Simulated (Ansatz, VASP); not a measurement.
**One calculation of AlVC4N4, two programs**

INCAR

```
PREC     = Accurate       # precision mode
ENCUT    = 600            # plane-wave cutoff, eV
EDIFF    = 1E-6           # SCF threshold, eV
ISMEAR   = 0              # smearing method
SIGMA    = 0.01           # smearing width, eV
LREAL    = F              # projectors in reciprocal space
LASPH    = T              # aspherical terms in the spheres
NELM     = 80             # most SCF steps
ALGO     = Normal         # electronic algorithm
ISIF     = 3              # what is computed and relaxed
LWAVE    = F              # write WAVECAR
LCHARG   = F              # write CHGCAR
GGA      = PE             # functional
IBRION   = 2              # ionic algorithm
NSW      = 100            # ionic steps
EDIFFG   = -0.01          # ionic threshold
```

File KPOINTS:

```
regular mesh
0
Gamma
  6 6 6
```

POSCAR

```
AlVC4N4
1.0
    5.7873913178      0.0000000000      0.0000000000
    0.0000000000      5.7873913178      0.0000000000
    0.0000000000      0.0000000000      5.7873913178
Al V C N
1 1 4 4
Direct
    0.5000000000      0.5000000000      0.5000000000
    0.0000000000      0.0000000000      0.0000000000
    0.1980106434      0.1980106434      0.1980106434
    0.1980106434      0.8019893566      0.8019893566
    0.8019893566      0.1980106434      0.8019893566
    0.8019893566      0.8019893566      0.1980106434
    0.3164674182      0.3164674182      0.3164674182
    0.3164674182      0.6835325818      0.6835325818
    0.6835325818      0.3164674182      0.6835325818
    0.6835325818      0.6835325818      0.3164674182
```

Input for Ansatz:

```yaml
crystal:
  lattice:
    - [5.7873913178, 0.0, 0.0]
    - [0.0, 5.7873913178, 0.0]
    - [0.0, 0.0, 5.7873913178]
  atoms:
    - { symbol: Al, position: [0.5, 0.5, 0.5] }
    - { symbol: V, position: [0.0, 0.0, 0.0] }
    - { symbol: C, position: [0.1980106434, 0.1980106434, 0.1980106434] }
    - { symbol: C, position: [0.1980106434, 0.8019893566, 0.8019893566] }
    - { symbol: C, position: [0.8019893566, 0.1980106434, 0.8019893566] }
    - { symbol: C, position: [0.8019893566, 0.8019893566, 0.1980106434] }
    - { symbol: "N", position: [0.3164674182, 0.3164674182, 0.3164674182] }
    - { symbol: "N", position: [0.3164674182, 0.6835325818, 0.6835325818] }
    - { symbol: "N", position: [0.6835325818, 0.3164674182, 0.6835325818] }
    - { symbol: "N", position: [0.6835325818, 0.6835325818, 0.3164674182] }
basis:
  ecutwfc: 420
kpoints:
  mp_grid: { grid: [6, 6, 6] }
hamiltonian:
  xc: pbe
scf:
  occupations: { method: gaussian, width: 0.01 }
output:
  forces: true
  stress: true
  eigenvalues: true
relax:
  adjacent_minimum: "off"
  f_tol: 0.01
  max_steps: 80
  cell: { stress_tol: 0.05 }
```

Alike in both runs: task relaxation of cell and atoms; functional PBE; k mesh 6 × 6 × 6; occupations gaussian, width 0.01 eV; no spin polarisation.

|  | VASP | Ansatz |
| --- | --- | --- |
| version | VASP 6.6.1 | Ansatz 0.2.0 |
| potentials or method | VASP PAW PBE potentials, release 64 (Al, V_sv, C, N), cutoff 600 eV | scalar-relativistic, plane waves, PAW |
| valence electrons in the cell | 52 | 52 |

Ansatz gave:

| Item | Value |
| --- | --- |
| gap on the k mesh at the Fermi level, each at its own relaxed structure (eV) | 0.12 |
| relaxed volume (Å³/atom) | 19.38 |
| relaxed cell length with the largest relative difference (Å) | 5.787 |

Q: Estimate VASP's values.

A: gap on the k mesh at the Fermi level, each at its own relaxed structure (eV): 0.12; relaxed volume (Å³/atom): 19.36; relaxed cell length with the largest relative difference (Å): 5.785.

Noted on VASP's run: the standard files for N, O and F lose accuracy on very short bonds.
